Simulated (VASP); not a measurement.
The system is SrCl2.

```
Sr Cl
1.0
     0.00000    3.49000    3.49000
     3.49000    0.00000    3.49000
     3.49000    3.49000    0.00000
Sr Cl
1 2
Direct
  0.00000 0.00000 0.00000
  0.25000 0.25000 0.25000
  0.75000 0.75000 0.75000
```

- Program: VASP 6.6.1
- Task: relaxation of cell and atoms
- Functional: PBE
- Potentials or basis: VASP PAW PBE potentials, release 64 (Sr_sv, Cl)
- Cutoff: 500 eV
- k mesh: 6 × 6 × 6
- Occupations: gaussian, width 0.01 eV
- Spin: no spin polarisation

At the start: pressure 1.0 GPa; volume 28.34 Å³/atom.

How do energy, volume and symmetry change on relaxing?

Over 3 steps the energy falls by 2.4 meV/atom and the volume is 29.13 Å³/atom (+2.8 %); space group Fm-3m (No. 225, to 0.1 Å) before and after.

Step by step:
```csv
step,energy change (eV),largest force (eV/Å),pressure (GPa),volume (Å³)
1,0.0000,0.0000,1.00,85.02
2,-0.0073,0.0000,0.07,87.22
3,-0.0073,0.0000,0.00,87.40
```

Final structure:
```
CELL_PARAMETERS angstrom
0.00000 3.52237 3.52237
3.52237 0.00000 3.52237
3.52237 3.52237 0.00000
ATOMIC_POSITIONS crystal
Sr 0.00000 0.00000 0.00000
Cl 0.25000 0.25000 0.25000
Cl 0.75000 0.75000 0.75000
```
